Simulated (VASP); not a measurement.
# AlAs (F-43m) in VASP: a series of runs, part 2 of 3

VASP 6.6.1. The steps go on from the part before.

## 3. Vibrations by perturbation theory, PBEsol (22.38 Å³/atom)

This run uses another cell than the first one, of 22.38 Å³/atom.

Contents of INCAR:

```
PREC = Accurate
ENCUT = 500
EDIFF = 1E-8
ISMEAR = 0
SIGMA = 0.01
LREAL = F
LASPH = T
NELM = 120
ALGO = Normal
ISIF = 2
LWAVE = F
LCHARG = F
GGA = PS
IBRION = 8
NSW = 1
LEPSILON = T
GGA_COMPAT = F
```

Contents of KPOINTS:

```
regular mesh
0
Gamma
  8 8 8
```

Contents of POSCAR:

```
AlAs
1.0
    0.0000000000      2.8182553987      2.8182553987
    2.8182553987      0.0000000000      2.8182553987
    2.8182553987      2.8182553987      0.0000000000
Al As
1 1
Direct
    0.0000000000      0.0000000000      0.0000000000
    0.7500000000      0.7500000000      0.7500000000
```

Potentials or basis: VASP PAW PBE potentials, release 64 (Al, As).

Command:

```
> cat potpaw_PBE.64/Al/POTCAR potpaw_PBE.64/As/POTCAR > POTCAR
> mpirun -np 1 vasp_std > vasp.out
```

OUTCAR:

```text
PREC = Accurate
   ENCUT = 500
   EDIFF = 1E-8
   ISMEAR = 0
   LREAL = F
   LASPH = T
   NELM = 120
   ISIF = 2
   GGA = PS
   IBRION = 8
   NSW = 1
   LEPSILON = T

 ion  position               nearest neighbor table
   1  0.000  0.000  0.000-   2 2.44   2 2.44   2 2.44   2 2.44
   2  0.750  0.750  0.750-   1 2.44   1 2.44   1 2.44   1 2.44

  LATTYP: Found a face centered cubic cell.
 ALAT       =     5.6365107974

  Lattice vectors:

 A1 = (   0.0000000000,   2.8182553987,   2.8182553987)
 A2 = (   2.8182553987,   0.0000000000,   2.8182553987)
 A3 = (   2.8182553987,   2.8182553987,   0.0000000000)

Analysis of symmetry for initial positions (statically):
=====================================================================
 Subroutine PRICEL returns:
 Original cell was already a primitive cell.

 Routine SETGRP: Setting up the symmetry group for a
 face centered cubic supercell.

 Subroutine GETGRP returns: Found 24 space group operations
 (whereof 24 operations were pure point group operations)
 out of a pool of 48 trial point group operations.

The static configuration has the point symmetry T_d .

Analysis of symmetry for dynamics (positions and initial velocities):
=====================================================================
 Subroutine PRICEL returns:
 Original cell was already a primitive cell.

 Routine SETGRP: Setting up the symmetry group for a
 face centered cubic supercell.

 Subroutine GETGRP returns: Found 24 space group operations
 (whereof 24 operations were pure point group operations)
 out of a pool of 48 trial point group operations.

The dynamic configuration has the point symmetry T_d .

 Subroutine INISYM returns: Found 24 space group operations
 (whereof 24 operations are pure point group operations),
 and found     1 'primitive' translations

----------------------------------------------------------------------------------------

                                     Primitive cell

  volume of cell :      44.7683

  direct lattice vectors                    reciprocal lattice vectors
     0.000000000  2.818255399  2.818255399    -0.177414723  0.177414723  0.177414723
     2.818255399  0.000000000  2.818255399     0.177414723 -0.177414723  0.177414723
     2.818255399  2.818255399  0.000000000     0.177414723  0.177414723 -0.177414723

  length of vectors
     3.985615007  3.985615007  3.985615007     0.307291314  0.307291314  0.307291314

  position of ions in fractional coordinates (direct lattice)
     0.000000000  0.000000000  0.000000000
     0.750000000  0.750000000  0.750000000

  ion indices of the primitive-cell ions
   primitive index   ion index
[... 452 lines left out ...]
    -0.00020  0.66638  0.00000
     0.66638 -0.00020  0.00000
     0.00000  0.00000 -0.00018

--------------------------------------- Ionic step        4  -------------------------------------------

------------------------ aborting loop because EDIFF is reached ----------------------------------------

[... ionic steps 5 to 6 ...]

--------------------------------------- Ionic step        7  -------------------------------------------

 Free energy of the ion-electron system (eV)
  ---------------------------------------------------
  ---------------------------------------------------
  free energy    TOTEN  =        -0.04562380 eV

  energy without entropy =       -0.04562380

------------------------ aborting loop because EDIFF is reached ----------------------------------------

 INTERNAL STRAIN TENSOR  FOR ION    2  DIRECTION 1   (eV/Angst):
 -----------------------------------------------------------------------------
    -0.00867  0.00000  0.00000
     0.00000  0.00639  8.61122
     0.00000  8.61122  0.00639

 MACROSCOPIC STATIC DIELECTRIC TENSOR (including local field effects in DFT)
 ------------------------------------------------------
           9.919911     0.000000     0.000000
           0.000000     9.919911     0.000000
           0.000000    -0.000000     9.919911
 ------------------------------------------------------

 PIEZOELECTRIC TENSOR (including local field effects)  for field in x, y, z        (e  Angst)
          XX          YY          ZZ          XY          YZ          ZX
  --------------------------------------------------------------------------------
  x     0.00000    -0.00000    -0.00000     0.00000     1.86669    -0.00000
  y     0.00000     0.00000     0.00000     0.00000     0.00000     1.86669
  z     0.00000     0.00000     0.00000     1.86669     0.00000     0.00000

 PIEZOELECTRIC TENSOR (including local field effects)  for field in x, y, z        (C/m^2)
          XX          YY          ZZ          XY          YZ          ZX
  --------------------------------------------------------------------------------
  x     0.00000    -0.00000    -0.00000     0.00000     0.66805    -0.00000
  y     0.00000     0.00000     0.00000     0.00000     0.00000     0.66805
  z     0.00000     0.00000     0.00000     0.66805     0.00000     0.00000

 BORN EFFECTIVE CHARGES (including local field effects) (in |e|, cummulative output)
 ---------------------------------------------------------------------------------
 ion    1
    1     2.15195     0.00000    -0.00000
    2     0.00000     2.15195     0.00000
    3    -0.00000    -0.00000     2.15195
 ion    2
    1    -2.15195    -0.00000     0.00000
    2    -0.00000    -2.15195    -0.00000
    3     0.00000     0.00000    -2.15195

 INTERNAL STRAIN TENSOR FOR ION    2 for displacements in x,y,z  (eV/Angst):
          X           Y           Z          XY          YZ          ZX
  --------------------------------------------------------------------------------
  x    -0.00000     0.00000     0.00000     0.00000     8.61122     0.00000
  y     0.00000    -0.00000     0.00000     0.00000     0.00000     8.61122
  z     0.00000     0.00000    -0.00000     8.61122     0.00000     0.00000

 SECOND DERIVATIVES (NOT SYMMETRIZED)
 ------------------------------------
               1X          1Y          1Z          2X          2Y          2Z
  1X    -9.630132    0.000000    0.000000    9.630132    0.000000    0.000000
  1Y     0.000000   -9.630132    0.000000    0.000000    9.630132    0.000000
  1Z     0.000000    0.000000   -9.630132    0.000000    0.000000    9.630132
  2X     9.630962    0.000000    0.000000   -9.630962    0.000000    0.000000
  2Y     0.000000    9.630962    0.000000    0.000000   -9.630962    0.000000
  2Z     0.000000    0.000000    9.630962    0.000000    0.000000   -9.630962

 Eigenvectors and eigenvalues of the dynamical matrix
 ----------------------------------------------------

   1 f  =   10.892601 THz    68.440228 2PiTHz  363.338048 cm-1    45.048156 meV
             X         Y         Z           dx          dy          dz
      0.000000  0.000000  0.000000    -0.857445    0.000000    0.000000
      4.227383  4.227383  4.227383     0.514576    0.000000    0.000000
[... 21 lines left out ...]
   6 f/i=    0.000207 THz     0.001302 2PiTHz    0.006912 cm-1     0.000857 meV
             X         Y         Z           dx          dy          dz
      0.000000  0.000000  0.000000    -0.092358    0.481185    0.157222
      4.227383  4.227383  4.227383    -0.153898    0.801806    0.261981

--------------------------------------------------------------------------------------------------------

 MACROSCOPIC STATIC DIELECTRIC TENSOR IONIC CONTRIBUTION
 ------------------------------------------------------
           1.943597     0.000000    -0.000000
           0.000000     1.943597    -0.000000
          -0.000000    -0.000000     1.943597
 ------------------------------------------------------

 ELASTIC MODULI CONTR FROM IONIC RELAXATION (kBar)
 Direction    XX          YY          ZZ          XY          YZ          ZX
 --------------------------------------------------------------------------------
 XX          -0.0000      0.0000      0.0000     -0.0000      0.0000     -0.0000
 YY           0.0000     -0.0000     -0.0000     -0.0000     -0.0000      0.0000
 ZZ           0.0000     -0.0000     -0.0000      0.0000     -0.0000     -0.0000
 XY          -0.0000     -0.0000      0.0000   -272.6391      0.0000      0.0000
 YZ           0.0000     -0.0000     -0.0000      0.0000   -272.6391      0.0000
 ZX          -0.0000      0.0000     -0.0000      0.0000      0.0000   -272.6391
 --------------------------------------------------------------------------------

 PIEZOELECTRIC TENSOR IONIC CONTR  for field in x, y, z        (C/m^2)
          XX          YY          ZZ          XY          YZ          ZX
  --------------------------------------------------------------------------------
  x     0.00000    -0.00000    -0.00000     0.00000    -0.68497    -0.00000
  y    -0.00000     0.00000    -0.00000     0.00000    -0.00000    -0.68497
  z    -0.00000    -0.00000     0.00000    -0.68497     0.00000     0.00000
```

It took 2.2 min on 1 thread of Intel Xeon 6975P-C (Granite Rapids), shared host; peak memory 0.23 GiB.

Results:

* Electronic dielectric tensor (diagonal): 9.92
* Born charges (mean of the diagonal): Al +2.15; As -2.15 e
* Highest phonon frequency at Γ, LO-TO splitting left out: 363 cm⁻¹

Phonon frequencies in cm⁻¹ (negative: imaginary):
| q point | frequencies |
| --- | --- |
| (0.000, 0.000, 0.000) | 0 0 0 363 363 363 |

Electronic dielectric tensor:
```
9.92 0.00 0.00
0.00 9.92 0.00
0.00 0.00 9.92
```

Born effective charge tensors (e):
atom 1, Al
```
2.15 0.00 0.00
0.00 2.15 0.00
0.00 0.00 2.15
```
atom 2, As
```
-2.15  0.00  0.00
 0.00 -2.15  0.00
 0.00  0.00 -2.15
```

Caveat: the cell stands under pressure or tension, which shifts response properties; the PAW data sets were made with another functional, which shifts forces and pressure a little.

## 4. Vibrations by perturbation theory, PBEsol

This run uses another cell than the first one, of 22.84 Å³/atom.

Contents of INCAR:

```
ALGO = Normal ; EDIFF = 1E-8
ENCUT = 500 ; GGA = PS
GGA_COMPAT = F ; IBRION = 8
ISIF = 2 ; ISMEAR = 0
LASPH = T ; LCHARG = T
LEPSILON = T ; LREAL = F
LWAVE = F ; NELM = 120
NSW = 1 ; PREC = Accurate
SIGMA = 0.01
```

Contents of KPOINTS:

```
k-points
0
Gamma
  8 8 8
```

Contents of POSCAR:

```
AlAs
1.0
    0.0000000000      2.8372982426      2.8372982426
    2.8372982426      0.0000000000      2.8372982426
    2.8372982426      2.8372982426      0.0000000000
Al As
1 1
Direct
    0.0000000000      0.0000000000      0.0000000000
    0.7500000000      0.7500000000      0.7500000000
```

Potentials or basis: VASP PAW PBE potentials, release 64 (Al, As).

Command:

```
> cat potpaw_PBE.64/Al/POTCAR potpaw_PBE.64/As/POTCAR > POTCAR
> mpirun -np 1 vasp_std > vasp.out
```

OUTCAR:

```text
EDIFF = 1E-8
   ENCUT = 500
   GGA = PS
   IBRION = 8
   ISIF = 2
   ISMEAR = 0
   LASPH = T
   LEPSILON = T
   LREAL = F
   NELM = 120
   NSW = 1
   PREC = Accurate

 ion  position               nearest neighbor table
   1  0.000  0.000  0.000-   2 2.46   2 2.46   2 2.46   2 2.46
   2  0.750  0.750  0.750-   1 2.46   1 2.46   1 2.46   1 2.46

  LATTYP: Found a face centered cubic cell.
 ALAT       =     5.6745964852

  Lattice vectors:

 A1 = (   0.0000000000,   2.8372982426,   2.8372982426)
 A2 = (   2.8372982426,   0.0000000000,   2.8372982426)
 A3 = (   2.8372982426,   2.8372982426,   0.0000000000)

Analysis of symmetry for initial positions (statically):
=====================================================================
 Subroutine PRICEL returns:
 Original cell was already a primitive cell.

 Routine SETGRP: Setting up the symmetry group for a
[... 563 lines left out ...]

 SECOND DERIVATIVES (NOT SYMMETRIZED)
 ------------------------------------
               1X          1Y          1Z          2X          2Y          2Z
  1X    -9.191584    0.000000    0.000000    9.191584    0.000000    0.000000
  1Y     0.000000   -9.191584    0.000000    0.000000    9.191584    0.000000
  1Z     0.000000    0.000000   -9.191584    0.000000    0.000000    9.191584
  2X     9.186579    0.000000    0.000000   -9.186579    0.000000    0.000000
  2Y     0.000000    9.186579    0.000000    0.000000   -9.186579    0.000000
  2Z     0.000000    0.000000    9.186579    0.000000    0.000000   -9.186579

 Eigenvectors and eigenvalues of the dynamical matrix
 ----------------------------------------------------

   1 f  =   10.640802 THz    66.858134 2PiTHz  354.938965 cm-1    44.006803 meV
             X         Y         Z           dx          dy          dz
      0.000000  0.000000  0.000000     0.000000   -0.857517    0.000000
      4.255947  4.255947  4.255947     0.000000    0.514456    0.000000
[... 21 lines left out ...]
   6 f/i=    0.001278 THz     0.008032 2PiTHz    0.042641 cm-1     0.005287 meV
             X         Y         Z           dx          dy          dz
      0.000000  0.000000  0.000000     0.000000    0.000000   -0.514456
      4.255947  4.255947  4.255947     0.000000    0.000000   -0.857517

--------------------------------------------------------------------------------------------------------

 MACROSCOPIC STATIC DIELECTRIC TENSOR IONIC CONTRIBUTION
 ------------------------------------------------------
           2.025731    -0.000000     0.000000
          -0.000000     2.025731    -0.000000
           0.000000    -0.000000     2.025731
 ------------------------------------------------------

 ELASTIC MODULI CONTR FROM IONIC RELAXATION (kBar)
 Direction    XX          YY          ZZ          XY          YZ          ZX
 --------------------------------------------------------------------------------
 XX          -0.0000      0.0000     -0.0000      0.0000      0.0000     -0.0000
 YY           0.0000     -0.0000      0.0000      0.0000     -0.0000      0.0000
 ZZ          -0.0000      0.0000     -0.0000      0.0000      0.0000     -0.0000
 XY           0.0000      0.0000      0.0000   -231.4474     -0.0000      0.0000
 YZ           0.0000     -0.0000      0.0000     -0.0000   -231.4474      0.0000
 ZX          -0.0000      0.0000     -0.0000      0.0000      0.0000   -231.4474
 --------------------------------------------------------------------------------

 PIEZOELECTRIC TENSOR IONIC CONTR  for field in x, y, z        (C/m^2)
          XX          YY          ZZ          XY          YZ          ZX
  --------------------------------------------------------------------------------
  x     0.00000    -0.00000     0.00000    -0.00000    -0.64430     0.00000
  y    -0.00000     0.00000    -0.00000     0.00000     0.00000    -0.64430
  z     0.00000     0.00000     0.00000    -0.64430    -0.00000     0.00000
```

OSZICAR:

```text
N       E                     dE             d eps       ncg     rms          rms(c)
DAV:   1     0.132939912916E+02    0.13294E+02   -0.29979E+03   480   0.715E+02
DAV:   2    -0.974641016086E+01   -0.23040E+02   -0.22385E+02   616   0.902E+01
DAV:   3    -0.103284221356E+02   -0.58201E+00   -0.58201E+00   608   0.185E+01
[... 148 lines left out ...]
RMM:   6    -0.455658913583E-01    0.55976E-05    0.75500E-07  2591   0.147E-03    0.131E-03
RMM:   7    -0.455625231223E-01    0.33682E-05    0.21211E-07  2587   0.664E-04    0.189E-04
RMM:   8    -0.455623326238E-01    0.19050E-06    0.39023E-08  2657   0.166E-04    0.332E-05
RMM:   9    -0.455624009516E-01   -0.68328E-07    0.14294E-08  2675   0.453E-05    0.547E-06
RMM:  10    -0.455624190958E-01   -0.18144E-07    0.24705E-09  2735   0.838E-06    0.351E-06
RMM:  11    -0.455624199724E-01   -0.87654E-09    0.49560E-10  2416   0.276E-06    0.108E-06
 Linear response finished
```

It took 2.3 min on 1 thread of Intel Xeon 6975P-C (Granite Rapids), shared host; peak memory 0.24 GiB.

What came out:

```
Electronic dielectric tensor (diagonal)                 : 10.08
Born charges (mean of the diagonal)                     : Al +2.17; As -2.17 e
Highest phonon frequency at Γ, LO-TO splitting left out : 355 cm⁻¹
```

Phonon frequencies in cm⁻¹ (negative: imaginary):
```
              q point        frequencies
(0.000, 0.000, 0.000)  0 0 0 355 355 355
```

Electronic dielectric tensor:
```
10.08  0.00  0.00
 0.00 10.08  0.00
 0.00  0.00 10.08
```

Born effective charge tensors (e):
atom 1, Al
```
2.17 0.00 0.00
0.00 2.17 0.00
0.00 0.00 2.17
```
atom 2, As
```
-2.17  0.00  0.00
 0.00 -2.17  0.00
 0.00  0.00 -2.17
```

Caveat: the PAW data sets were made with another functional, which shifts forces and pressure a little.

[end of part 2 of 3]
